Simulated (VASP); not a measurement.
# SbRu2 (Fm-3m) in VASP: notebook, part 2 of 2

VASP 6.6.1. Earlier steps stand in the parts before.

### Step 3. Relaxation of cell and atoms, PBE

INCAR reads:

```
SYSTEM = SbRu2
PREC = Accurate
ENCUT = 600
EDIFF = 1E-6
ISMEAR = 0
SIGMA = 0.1
LREAL = .FALSE.
LASPH = .TRUE.
NELM = 100
ALGO = Fast
ISIF = 3
LWAVE = .FALSE.
LCHARG = .FALSE.
GGA = PE
IBRION = 2
NSW = 100
EDIFFG = -0.01
```

KPOINTS reads:

```
regular mesh
0
G
  14 14 14
  0 0 0
```

POSCAR reads:

```
SbRu2
1.0
    0.0000000000      3.0324436512      3.0324436512
    3.0324436512      0.0000000000      3.0324436512
    3.0324436512      3.0324436512      0.0000000000
Sb Ru
1 2
Direct
    0.0000000000      0.0000000000      0.0000000000
    0.2500000000      0.2500000000      0.2500000000
    0.7500000000      0.7500000000      0.7500000000
```

Potentials or basis: VASP PAW PBE potentials, release 64 (Sb, Ru_pv).

Launch:

```sh
$ cat potpaw_PBE.64/Sb/POTCAR potpaw_PBE.64/Ru_pv/POTCAR > POTCAR
$ mpirun -np 1 vasp_std > vasp.out
```

OUTCAR:

```text
SYSTEM = SbRu2
   PREC = Accurate
   ENCUT = 600
   EDIFF = 1E-6
   ISMEAR = 0
   LREAL = .FALSE.
   LASPH = .TRUE.
   NELM = 100
   ISIF = 3
   GGA = PE
   IBRION = 2
   NSW = 100
   EDIFFG = -0.01

 ion  position               nearest neighbor table
   1  0.000  0.000  0.000-   3 2.63   3 2.63   3 2.63   2 2.63   3 2.63   2 2.63   2 2.63   2 2.63

   2  0.250  0.250  0.250-   1 2.63   1 2.63   1 2.63   1 2.63   3 3.03   3 3.03   3 3.03   3 3.03
                             3 3.03   3 3.03
   3  0.750  0.750  0.750-   1 2.63   1 2.63   1 2.63   1 2.63   2 3.03   2 3.03   2 3.03   2 3.03
                             2 3.03   2 3.03

  LATTYP: Found a face centered cubic cell.
 ALAT       =     6.0648873024

  Lattice vectors:

 A1 = (   0.0000000000,   3.0324436512,   3.0324436512)
 A2 = (   3.0324436512,   0.0000000000,   3.0324436512)
 A3 = (   3.0324436512,   3.0324436512,   0.0000000000)

Analysis of symmetry for initial positions (statically):
=====================================================================
 Subroutine PRICEL returns:
 Original cell was already a primitive cell.

 Routine SETGRP: Setting up the symmetry group for a
 face centered cubic supercell.

 Subroutine GETGRP returns: Found 48 space group operations
 (whereof 48 operations were pure point group operations)
 out of a pool of 48 trial point group operations.

The static configuration has the point symmetry O_h .

Analysis of symmetry for dynamics (positions and initial velocities):
=====================================================================
 Subroutine PRICEL returns:
 Original cell was already a primitive cell.

 Routine SETGRP: Setting up the symmetry group for a
 face centered cubic supercell.

 Subroutine GETGRP returns: Found 48 space group operations
 (whereof 48 operations were pure point group operations)
 out of a pool of 48 trial point group operations.

The dynamic configuration has the point symmetry O_h .

 Subroutine INISYM returns: Found 48 space group operations
 (whereof 48 operations are pure point group operations),
 and found     1 'primitive' translations

----------------------------------------------------------------------------------------

                                     Primitive cell

  volume of cell :      55.7710

  direct lattice vectors                    reciprocal lattice vectors
     0.000000000  3.032443651  3.032443651    -0.164883525  0.164883525  0.164883525
     3.032443651  0.000000000  3.032443651     0.164883525 -0.164883525  0.164883525
     3.032443651  3.032443651  0.000000000     0.164883525  0.164883525 -0.164883525

  length of vectors
     4.288522939  4.288522939  4.288522939     0.285586643  0.285586643  0.285586643

  position of ions in fractional coordinates (direct lattice)
     0.000000000  0.000000000  0.000000000
     0.250000000  0.250000000  0.250000000
     0.750000000  0.750000000  0.750000000

  ion indices of the primitive-cell ions
   primitive index   ion index
                 1           1
                 2           2
                 3           3

[... 53 lines left out ...]
   k-points           NKPTS =    104   k-points in BZ     NKDIM =    104   number of bands    NBANDS=     20
   number of dos      NEDOS =    301   number of ions     NIONS =      3
   total plane-waves  NPLWV =  46656
   dimension x,y,z NGX =    36 NGY =   36 NGZ =   36
   dimension x,y,z NGXF=    72 NGYF=   72 NGZF=   72
   ions per type =               1   2
   NGX,Y,Z   is equivalent  to a cutoff of  13.96, 13.96, 13.96 a.u.
   NGXF,Y,Z  is equivalent  to a cutoff of  27.91, 27.91, 27.91 a.u.
 SYSTEM =  SbRu2
   PREC   = accura    normal or accurate (medium, high low for compatibility)
   ISTART =      0    job   : 0-new  1-cont  2-samecut
   ICHARG =      2    charge: 1-file 2-atom 10-const
   ISPIN  =      1    spin polarized calculation?
   LNONCOLLINEAR =      F non collinear calculations
   LSORBIT =      F    spin-orbit coupling
   LASPH  =      T    aspherical Exc in radial PAW
   ENCUT  =  600.0 eV  44.10 Ry    6.64 a.u.   8.57  8.57  8.57*2*pi/ulx,y,z
   NELM   =    100;   NELMIN=  2; NELMDL= -5     # of ELM steps
   EDIFF  = 0.1E-05   stopping-criterion for ELM
   LREAL  =      F    real-space projection
   EDIFFG = -.1E-01   stopping-criterion for IOM
   NSW    =    100    number of steps for IOM
   IBRION =      2    ionic relax: 0-MD 1-quasi-New 2-CG
   NFREE  =      1    steps in history (QN), initial steepest desc. (CG)
   ISIF   =      3    stress and relaxation
   ISYM   =      2    0-nonsym 1-usesym 2-fastsym
   POTIM  = 0.5000    time-step for ionic-motion
   TEBEG  =    0.0;   TEEND  =   0.0 temperature during run
   PSTRESS=    0.0 pullay stress
   NELECT =      33.0000    total number of electrons
   NUPDOWN=      -1.0000    fix difference up-down
   EMIN   =  10.00;   EMAX   =-10.00  energy-range for DOS
   EFERMI =   0.00;   METHOD = LEGACY
   ISMEAR =     0;   SIGMA  =   0.10  broadening in eV -4-tet -1-fermi 0-gaus
   EFERMI_NEDOS =   21; number of points for ismear=-14 and -15
   IALGO  =     68    algorithm
   IMIX   =      4    mixing-type and parameters
     AMIX     =   0.40;   BMIX     =  1.00
     AMIX_MAG =   1.60;   BMIX_MAG =  1.00
  volume/ion in A,a.u.               =      18.59       125.45
  Fermi-wavevector in a.u.,A,eV,Ry     =   1.374390  2.597221 25.700706  1.888949
  Thomas-Fermi vector in A             =   2.499821
   LORBIT       =      0    0 simple, 1 ext, 2 COOP (PROOUT), +10 PAW based schemes
   GGA     = PE    functional components
   LHFCALC =     F    Hartree Fock is set to
   AEXX    =    0.0000 exact exchange contribution
   IVDW    =     0    specifies the selected vdW correction
   LEPSILON=     F    determine dielectric tensor
   LRPA    =     F    only Hartree local field effects (RPA)
 conjugate gradient relaxation of ions
 non-spin polarized calculation
 RMM-DIIS sequential band-by-band and
 Gauss-broadening in eV      SIGMA  =   0.10
  energy-cutoff  :      600.00
  volume of cell :       55.77
 maximum number of plane-waves:      1877
 NGX is ok and might be reduce to    36
   NGX = 17   NGY = 17   NGZ = 17

--------------------------------------- Ionic step        1  -------------------------------------------

 number of electron      32.9999998 magnetization

 Free energy of the ion-electron system (eV)
  ---------------------------------------------------
  ext. energy  EPLUGINS =         0.00000000
  ---------------------------------------------------
  free energy    TOTEN  =       -21.32490487 eV

  energy without entropy =      -21.29622424  energy(sigma->0) =      -21.31056456

------------------------ aborting loop because EDIFF is reached ----------------------------------------

  FORCE on cell =-STRESS in cart. coord.  units (eV):
  Direction    XX          YY          ZZ          XY          YZ          ZX
  --------------------------------------------------------------------------------------
  -------------------------------------------------------------------------------------
  Total       -0.1813508     -0.1813508     -0.1813508      0.0000000     -0.0000000      0.0000000
  in kB       -5.2098096     -5.2098096     -5.2098096      0.0000000     -0.0000000      0.0000000
  external PRESSURE =      -5.2098096 kB  Pullay stress =       0.0000000 kB
[... 61 lines left out ...]
--------------------------------------- Ionic step        3  -------------------------------------------

 number of electron      32.9999997 magnetization

 Free energy of the ion-electron system (eV)
  ---------------------------------------------------
  ext. energy  EPLUGINS =         0.00000000
  ---------------------------------------------------
  free energy    TOTEN  =       -21.32516937 eV

  energy without entropy =      -21.29660927  energy(sigma->0) =      -21.31088932

 E-fermi :   9.4487     XC(G=0): -11.8965

 val. band max:        9.4474138639   @ k =  -0.0714   0.0714   0.0000
 cond. band min:       9.4596512287   @ k =   0.2143   0.0714   0.0000
 fundamental gap:      0.0122373648
 Fermi energy:         9.4487059041

 k-point     1 :       0.0000    0.0000    0.0000
  band No.  band energies     occupation
      1     -32.5395      2.00000
      2     -32.5395      2.00000
      3     -32.5395      2.00000
      4     -32.4080      2.00000
      5     -32.4080      2.00000
      6     -32.4080      2.00000
[... 541 lines left out ...]
     19      12.9455      0.00000
     20      12.9599      0.00000

 [... further k-points ...]

------------------------ aborting loop because EDIFF is reached ----------------------------------------

  FORCE on cell =-STRESS in cart. coord.  units (eV):
  Direction    XX          YY          ZZ          XY          YZ          ZX
  --------------------------------------------------------------------------------------
  -------------------------------------------------------------------------------------
  Total       -0.0062156     -0.0062156     -0.0062156      0.0000000      0.0000000      0.0000000
  in kB       -0.1790979     -0.1790979     -0.1790979      0.0000000      0.0000000      0.0000000
  external PRESSURE =      -0.1790979 kB  Pullay stress =       0.0000000 kB
[... 18 lines left out ...]
  FREE ENERGIE OF THE ION-ELECTRON SYSTEM (eV)
  ---------------------------------------------------
  free  energy   TOTEN  =       -21.3251693654 eV

  energy  without entropy=      -21.2966092699  energy(sigma->0) =      -21.31088932

 reached required accuracy - stopping structural energy minimisation
```

CONTCAR:

```text
SbRu2
   1.00000000000000
     0.0000000000000000    3.0294030504861289    3.0294030504861289
     3.0294030504861289   -0.0000000000000000    3.0294030504861289
     3.0294030504861289    3.0294030504861289    0.0000000000000000
  Sb              Ru
     1     2
Direct
     0.0000000000000000    0.0000000000000000    0.0000000000000000
     0.2500000000000000    0.2500000000000000    0.2500000000000000
     0.7500000000000000    0.7500000000000000    0.7500000000000000

  0.00000000E+00  0.00000000E+00  0.00000000E+00
  0.00000000E+00  0.00000000E+00  0.00000000E+00
  0.00000000E+00  0.00000000E+00  0.00000000E+00
```

Wall time 2.4 min (1 thread of Intel Xeon 6975P-C (Granite Rapids), shared host); peak memory 0.31 GiB.

Results:

| Property | Result |
| --- | --- |
| Free energy | -21.3252 eV |
| Relaxed volume | 18.53 Å³/atom |
| Relaxed cell | a = 4.284 Å, b = 4.284 Å, c = 4.284 Å, α = 60.00°, β = 60.00°, γ = 60.00° |
| Space group after relaxing (to 0.1 Å) | Fm-3m (No. 225) |
| Energy gained by relaxing | 0.1 meV/atom |
| Ionic steps | 3 |
| Pressure after relaxing | 0.0 GPa |
| Band gap on the k mesh | zero (an odd number of electrons rules out a gap without spin polarisation) |

The path:
```tsv
step	energy change (eV)	largest force (eV/Å)	pressure (GPa)	volume (Å³)
1	0.0000	0.0000	-0.52	55.77
2	0.0007	0.0000	0.99	55.28
3	-0.0003	0.0000	-0.02	55.60
```

Final structure:
```
Sb Ru
1.0
     0.00000    3.02940    3.02940
     3.02940    0.00000    3.02940
     3.02940    3.02940    0.00000
Sb Ru
1 2
Direct
  0.00000 0.00000 0.00000
  0.25000 0.25000 0.25000
  0.75000 0.75000 0.75000
```

Caveat: spin-orbit coupling is left out, which moves the levels of the heavy elements.
